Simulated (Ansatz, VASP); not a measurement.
Cs: VASP beside Ansatz

```
Cs
1.0
    -3.08178    3.08178    3.08178
     3.08178   -3.08178    3.08178
     3.08178    3.08178   -3.08178
Cs
1
Direct
  0.00000 0.00000 0.00000
```

Change from the starting cell: volume scaled by 1.06, crystal datasets.

Alike in both runs: task electric field gradients; functional PBE; k mesh 9 × 9 × 9; occupations fermi-dirac, width 0.05 eV; no spin polarisation.

|  | VASP | Ansatz |
| --- | --- | --- |
| version | VASP 6.6.1 | Ansatz 0.2.0 |
| potentials or method | VASP PAW PBE potentials, release 64 (Cs_sv), cutoff 520 eV | all-electron PAW with datasets made for the crystal, scalar-relativistic |

```csv
,VASP,Ansatz,Ansatz less VASP
pressure (GPa),0.0,0.0,+0.01
```

Ansatz ran all-electron here, and VASP with PAW potentials.

Spin-orbit coupling is off throughout.
